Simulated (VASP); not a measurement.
# Al (P6_3/mmc) in VASP: a series of runs

Runs on Al. Level: PBEsol. Tasks: single point, relaxation of cell and atoms.

All numbers are computed with VASP 6.6.1; they aren't measurements. Logs are shortened: lines on timing, memory, paths and dates and some standing lists are left out, and cuts for length are marked.

## 1. The cell of the first run

The structure is hexagonal, space group P6_3/mmc (No. 194). Conventional cell: a = 2.863 Å, b = 2.863 Å, c = 9.166 Å, α = 90.00°, β = 90.00°, γ = 120.00°. Within 3.7 Å of Al (site symmetry -3m) lie 12 Al at 2.83 to 2.86 Å. Al (site symmetry -6m2) has 12 Al at 2.83 to 2.86 Å within 3.7 Å.

## 2. Single point, PBEsol

INCAR

```
SYSTEM = Al
PREC = Accurate
ENCUT = 520
EDIFF = 1E-7
ISMEAR = 1
SIGMA = 0.05
LREAL = .FALSE.
LASPH = .TRUE.
NELM = 60
ALGO = Normal
ISIF = 2
LWAVE = .FALSE.
LCHARG = .TRUE.
GGA = PS
LELF = .TRUE.
LVHAR = .TRUE.
NBANDS = 14
```

KPOINTS

```
Automatic mesh
0
G
  8 8 3
  0 0 0
```

POSCAR

```
Al
1.0
    2.8627472415      0.0000000000      0.0000000000
   -1.4313736207      2.4792118357      0.0000000000
    0.0000000000      0.0000000000      9.1656313553
Al
4
Direct
    0.0000000000      0.0000000000      0.0000000000
    0.3333333333      0.6666666667      0.2500000000
    0.0000000000      0.0000000000      0.5000000000
    0.6666666667      0.3333333333      0.7500000000
```

Potentials or basis: VASP PAW PBE potentials, release 64 (Al).

Launch:

```bash
cat potpaw_PBE.64/Al/POTCAR > POTCAR
mpirun -np 1 vasp_std > vasp.out
```

OUTCAR:

```text
SYSTEM = Al
   PREC = Accurate
   ENCUT = 520
   EDIFF = 1E-7
   ISMEAR = 1
   LREAL = .FALSE.
   LASPH = .TRUE.
   NELM = 60
   ISIF = 2
   GGA = PS

 ion  position               nearest neighbor table
   1  0.000  0.000  0.000-   2 2.83   4 2.83   2 2.83   4 2.83   4 2.83   2 2.83
   2  0.333  0.667  0.250-   1 2.83   3 2.83   1 2.83   3 2.83   1 2.83   3 2.83
   3  0.000  0.000  0.500-   2 2.83   4 2.83   2 2.83   4 2.83   4 2.83   2 2.83
   4  0.667  0.333  0.750-   1 2.83   3 2.83   1 2.83   3 2.83   1 2.83   3 2.83

  LATTYP: Found a hexagonal cell.
 ALAT       =     2.8627472415
 C/A-ratio  =     3.2016907474

  Lattice vectors:

 A1 = (   2.8627472415,   0.0000000000,   0.0000000000)
 A2 = (  -1.4313736207,   2.4792118357,   0.0000000000)
 A3 = (   0.0000000000,   0.0000000000,   9.1656313553)

Analysis of symmetry for initial positions (statically):
=====================================================================
 Subroutine PRICEL returns:
 Original cell was already a primitive cell.

 Routine SETGRP: Setting up the symmetry group for a
 hexagonal supercell.

 Subroutine GETGRP returns: Found 24 space group operations
 (whereof 12 operations were pure point group operations)
 out of a pool of 24 trial point group operations.

The static configuration has the point symmetry D_3d.
 The point group associated with its full space group is D_6h.

Analysis of symmetry for dynamics (positions and initial velocities):
=====================================================================
 Subroutine PRICEL returns:
 Original cell was already a primitive cell.

 Routine SETGRP: Setting up the symmetry group for a
 hexagonal supercell.

 Subroutine GETGRP returns: Found 24 space group operations
 (whereof 12 operations were pure point group operations)
 out of a pool of 24 trial point group operations.

The dynamic configuration has the point symmetry D_3d.
 The point group associated with its full space group is D_6h.

 Subroutine INISYM returns: Found 24 space group operations
 (whereof 12 operations are pure point group operations),
 and found     1 'primitive' translations

----------------------------------------------------------------------------------------

                                     Primitive cell

  volume of cell :      65.0518

  direct lattice vectors                    reciprocal lattice vectors
     2.862747242  0.000000000  0.000000000     0.349314807  0.201676998  0.000000000
    -1.431373621  2.479211836  0.000000000     0.000000000  0.403353996  0.000000000
     0.000000000  0.000000000  9.165631355     0.000000000  0.000000000  0.109103232

  length of vectors
     2.862747242  2.862747241  9.165631355     0.403353996  0.403353996  0.109103232

  position of ions in fractional coordinates (direct lattice)
     0.000000000  0.000000000  0.000000000
     0.333333333  0.666666667  0.250000000
     0.000000000  0.000000000  0.500000000
     0.666666667  0.333333333  0.750000000

  ion indices of the primitive-cell ions
   primitive index   ion index
                 1           1
                 2           2
                 3           3
                 4           4

----------------------------------------------------------------------------------------

 KPOINTS: Automatic mesh

Automatic generation of k-mesh.
 Grid dimensions read from file:
 generate k-points for:    8    8    3

 Generating k-lattice:

  Cartesian coordinates                     Fractional coordinates (reciprocal lattice)
     0.043664351  0.025209625  0.000000000     0.125000000  0.000000000  0.000000000
     0.000000000  0.050419249  0.000000000     0.000000000  0.125000000  0.000000000
     0.000000000  0.000000000  0.036367744     0.000000000  0.000000000  0.333333333

  Length of vectors
     0.050419249  0.050419249  0.036367744

  Shift w.r.t. Gamma in fractional coordinates (k-lattice)
     0.000000000  0.000000000  0.000000000

 Subroutine IBZKPT returns following result:
 ===========================================

 Found     20 irreducible k-points:

 Following reciprocal coordinates:
            Coordinates               Weight
  0.000000  0.000000  0.000000      1.000000
  0.125000  0.000000  0.000000      6.000000
  0.250000  0.000000  0.000000      6.000000
  0.375000  0.000000  0.000000      6.000000
  0.500000  0.000000  0.000000      3.000000
  0.125000  0.125000  0.000000      6.000000
[... 12 lines left out ...]
  0.250000  0.250000  0.333333     12.000000
  0.375000  0.250000  0.333333     12.000000
   k-points           NKPTS =     20   k-points in BZ     NKDIM =     20   number of bands    NBANDS=     14
   number of dos      NEDOS =    301   number of ions     NIONS =      4
   total plane-waves  NPLWV =  40320
   dimension x,y,z NGX =    24 NGY =   24 NGZ =   70
   dimension x,y,z NGXF=    48 NGYF=   48 NGZF=  140
   ions per type =               4
   NGX,Y,Z   is equivalent  to a cutoff of  13.94, 13.94, 12.70 a.u.
   NGXF,Y,Z  is equivalent  to a cutoff of  27.87, 27.87, 25.39 a.u.
 SYSTEM =  Al
   PREC   = accura    normal or accurate (medium, high low for compatibility)
   ISTART =      0    job   : 0-new  1-cont  2-samecut
   ICHARG =      2    charge: 1-file 2-atom 10-const
   ISPIN  =      1    spin polarized calculation?
   LNONCOLLINEAR =      F non collinear calculations
   LSORBIT =      F    spin-orbit coupling
   LASPH  =      T    aspherical Exc in radial PAW
   ENCUT  =  520.0 eV  38.22 Ry    6.18 a.u.   5.32  5.32 17.04*2*pi/ulx,y,z
   NELM   =     60;   NELMIN=  2; NELMDL= -5     # of ELM steps
   EDIFF  = 0.1E-06   stopping-criterion for ELM
   LREAL  =      F    real-space projection
   EDIFFG = 0.1E-05   stopping-criterion for IOM
   NSW    =      0    number of steps for IOM
   IBRION =     -1    ionic relax: 0-MD 1-quasi-New 2-CG
   NFREE  =      0    steps in history (QN), initial steepest desc. (CG)
   ISIF   =      2    stress and relaxation
   ISYM   =      2    0-nonsym 1-usesym 2-fastsym
   POTIM  = 0.5000    time-step for ionic-motion
   TEBEG  =    0.0;   TEEND  =   0.0 temperature during run
   PSTRESS=    0.0 pullay stress
   NELECT =      12.0000    total number of electrons
   NUPDOWN=      -1.0000    fix difference up-down
   EMIN   =  10.00;   EMAX   =-10.00  energy-range for DOS
   EFERMI =   0.00;   METHOD = LEGACY
   ISMEAR =     1;   SIGMA  =   0.05  broadening in eV -4-tet -1-fermi 0-gaus
   EFERMI_NEDOS =   21; number of points for ismear=-14 and -15
   IALGO  =     38    algorithm
   IMIX   =      4    mixing-type and parameters
     AMIX     =   0.40;   BMIX     =  1.00
     AMIX_MAG =   1.60;   BMIX_MAG =  1.00
  volume/ion in A,a.u.               =      16.26       109.75
  Fermi-wavevector in a.u.,A,eV,Ry     =   0.931928  1.761088 11.816514  0.868489
  Thomas-Fermi vector in A             =   2.058472
   LORBIT       =      0    0 simple, 1 ext, 2 COOP (PROOUT), +10 PAW based schemes
   GGA     = PS    functional components
   LHFCALC =     F    Hartree Fock is set to
   AEXX    =    0.0000 exact exchange contribution
   IVDW    =     0    specifies the selected vdW correction
   LEPSILON=     F    determine dielectric tensor
   LRPA    =     F    only Hartree local field effects (RPA)
 non-spin polarized calculation
 Methfessel and Paxton  Order N= 1 SIGMA  =   0.05
  energy-cutoff  :      520.00
  volume of cell :       65.05
 maximum number of plane-waves:      1768
 NGX is ok and might be reduce to    24
   NGX = 11   NGY = 11   NGZ = 35

 number of electron      12.0000000 magnetization

 Free energy of the ion-electron system (eV)
  ---------------------------------------------------
  ext. energy  EPLUGINS =         0.00000000
  ---------------------------------------------------
  free energy    TOTEN  =       -16.29412502 eV

  energy without entropy =      -16.29274173  energy(sigma->0) =      -16.29366393

 E-fermi :   8.0285     XC(G=0): -10.3100

 val. band max:        8.0213100012   @ k =   0.2500   0.1250   0.3333
 cond. band min:       8.1328627832   @ k =   0.3750   0.1250   0.0000
 fundamental gap:      0.1115527819
 Fermi energy:         8.0284654395

 k-point     1 :       0.0000    0.0000    0.0000
  band No.  band energies     occupation
      1      -3.1303      2.00000
      2      -1.3825      2.00000
      3      -1.3767      2.00000
      4       3.5591      2.00000
      5       3.9526      2.00000
      6      11.9352      0.00000
      7      11.9518      0.00000
      8      18.5449      0.00000
      9      18.5449      0.00000
     10      18.7555      0.00000
     11      18.7555      0.00000
     12      19.7704      0.00000
     13      19.7706      0.00000
     14      19.9834      0.00000

 k-point     2 :       0.1250    0.0000    0.0000
  band No.  band energies     occupation
      1      -2.7547      2.00000
      2      -1.0117      2.00000
      3      -1.0058      2.00000
      4       3.9060      2.00000
      5       4.3177      2.00000
      6      12.1895      0.00000
      7      12.2458      0.00000
      8      14.5056      0.00000
      9      15.8962      0.00000
     10      16.0071      0.00000
     11      16.4003      0.00000
     12      17.8835      0.00000
     13      17.8975      0.00000
     14      17.9972      0.00000
[... 275 lines left out ...]
      1       1.4993      2.00000
      2       2.0639      2.00000
      3       4.2778      2.00000
      4       5.8269      2.00000
      5       7.2344      2.00000
      6       7.3036      2.00000
      7       7.7220      2.00000
      8       7.7832      2.00000
      9       9.9707      0.00000
     10       9.9950      0.00000
     11      10.7468      0.00000
     12      11.8586      0.00000
     13      11.8665      0.00000
     14      13.2994      0.00000

 k-point    20 :       0.3750    0.2500    0.3333
  band No.  band energies     occupation
      1       3.9592      2.00000
      2       4.0657      2.00000
      3       4.4902      2.00000
      4       4.5986      2.00000
      5       6.5674      2.00000
      6       6.7431      2.00000
      7       6.8552      2.00000
      8       7.6593      2.00000
      9       8.4815     -0.00000
     10       8.6675     -0.00000
     11       9.9611      0.00000
     12      11.3693      0.00000
     13      12.9805      0.00000
     14      13.1419      0.00000

------------------------ aborting loop because EDIFF is reached ----------------------------------------

  FORCE on cell =-STRESS in cart. coord.  units (eV):
  Direction    XX          YY          ZZ          XY          YZ          ZX
  --------------------------------------------------------------------------------------
  -------------------------------------------------------------------------------------
  Total        0.0262055      0.0262055      0.0071404      0.0000000      0.0000000      0.0000000
  in kB        0.6454229      0.6454229      0.1758637      0.0000000      0.0000000      0.0000000
  external PRESSURE =       0.4889032 kB  Pullay stress =       0.0000000 kB

 VOLUME and BASIS-vectors are now :
 -----------------------------------------------------------------------------
  energy-cutoff  :      520.00
  volume of cell :       65.05
      direct lattice vectors                 reciprocal lattice vectors
     2.862747242  0.000000000  0.000000000     0.349314807  0.201676998  0.000000000
    -1.431373621  2.479211836  0.000000000     0.000000000  0.403353996  0.000000000
     0.000000000  0.000000000  9.165631355     0.000000000  0.000000000  0.109103232

 POSITION                                       TOTAL-FORCE (eV/Angst)
 -----------------------------------------------------------------------------------
      0.00000      0.00000      0.00000        -0.000000     -0.000000      0.000000
     -0.00000      1.65281      2.29141         0.000000      0.000000     -0.000000
      0.00000      0.00000      4.58282        -0.000000     -0.000000      0.000000
      1.43137      0.82640      6.87422        -0.000000      0.000000     -0.000000
 -----------------------------------------------------------------------------------
    total drift:                               -0.000000      0.000000      0.000000

  FREE ENERGIE OF THE ION-ELECTRON SYSTEM (eV)
  ---------------------------------------------------
  free  energy   TOTEN  =       -16.2941250230 eV

  energy  without entropy=      -16.2927417307  energy(sigma->0) =      -16.29366393
```

It took 17 s on 1 thread of Intel Xeon 6975P-C, shared host; peak memory 0.18 GiB.

Results:

| Item | Value |
| --- | --- |
| Free energy | -16.2941 eV |
| Pressure | 0.0 GPa |
| Band gap on the k mesh | zero (band 6 reaches 12.19 eV, above the bottom of band 7 at 6.63 eV) |

Levels at points of the mesh, in eV from the Fermi level:
| k point | band 3 | band 4 | band 5 | band 6 | band 7 | band 8 |
| --- | --- | --- | --- | --- | --- | --- |
| (0.00, 0.00, 0.00) | -9.41 | -4.47 | -4.08 | 3.91 | 3.92 | 10.52 |
| (0.50, 0.00, 0.00) | -3.92 | -3.83 | -3.33 | -3.23 | 0.92 | 1.37 |

Caveat: the PAW data sets were made with another functional, which shifts forces and pressure a little.

## 3. Relaxation of cell and atoms, PBEsol

This run uses another cell than the first one, of 15.90 Å³/atom, 0.977 times its volume.

INCAR

```
PREC = Accurate ; ENCUT = 600
EDIFF = 1E-6 ; ISMEAR = 1
SIGMA = 0.05 ; LREAL = F
LASPH = T ; NELM = 80
ALGO = Normal ; ISIF = 3
LWAVE = F ; LCHARG = F
GGA = PS ; IBRION = 2
NSW = 80 ; EDIFFG = -0.01
```

KPOINTS

```
regular mesh
0
Gamma
  8 8 3
```

POSCAR

```
Al
1.0
    2.8270770000      0.0000000000      0.0000000000
   -1.4135385000      2.4483205005      0.0000000000
    0.0000000000      0.0000000000      9.1859930000
Al
4
Direct
    0.0000000000      0.0000000000      0.0000000000
    0.3333330000      0.6666670000      0.2500000000
    0.0000000000      0.0000000000      0.5000000000
    0.6666670000      0.3333330000      0.7500000000
```

Potentials or basis: VASP PAW PBE potentials, release 64 (Al).

Launch:

```bash
cat potpaw_PBE.64/Al/POTCAR > POTCAR
mpirun -np 1 vasp_std > vasp.out
```

Wall time 29 s (1 thread of Intel Xeon 6975P-C, shared host); peak memory 0.19 GiB.

The run converged. Its results:

```
Free energy                            : -16.2944 eV
Relaxed volume                         : 16.27 Å³/atom
Relaxed cell                           : a = 2.864 Å, b = 2.864 Å, c = 9.163 Å, α = 90.00°, β = 90.00°, γ = 120.00°
Space group after relaxing (to 0.05 Å) : P6_3/mmc (No. 194)
Energy gained by relaxing              : 3.5 meV/atom
Ionic steps                            : 4
Pressure after relaxing                : 0.0 GPa
Band gap on the k mesh                 : zero (band 6 reaches 12.20 eV, above the bottom of band 7 at 6.62 eV)
```

Stress tensor (GPa, compression positive):
```
-0.01  0.00  0.00
 0.00 -0.01  0.00
 0.00  0.00  0.07
```

Step by step:
| step | energy change (eV) | largest force (eV/Å) | pressure (GPa) | volume (Å³) |
| --- | --- | --- | --- | --- |
| 1 | 0.0000 | 0.0000 | 1.82 | 63.58 |
| 2 | -0.0137 | 0.0000 | -0.23 | 65.25 |
| 3 | -0.0137 | 0.0000 | -0.19 | 65.22 |
| 4 | -0.0141 | 0.0000 | 0.02 | 65.08 |

Final structure:
```
Al
1.0
     2.86386    0.00000    0.00000
    -1.43193    2.48017    0.00000
     0.00000    0.00000    9.16297
Al
4
Cartesian
  0.0000 0.0000 0.0000
  0.0000 1.6535 2.2907
  0.0000 0.0000 4.5815
  1.4319 0.8267 6.8722
```

Levels at points of the mesh, in eV from the Fermi level:
```
           k point  band 2  band 3  band 4  band 5  band 6  band 7  band 8  band 9
(0.00, 0.00, 0.00)   -9.41   -9.40   -4.46   -4.07    3.92    3.94   10.50   10.50
(0.50, 0.00, 0.00)   -5.22   -3.92   -3.83   -3.33   -3.23    0.92    1.37    1.59
```

Caveat: the PAW data sets were made with another functional, which shifts forces and pressure a little.
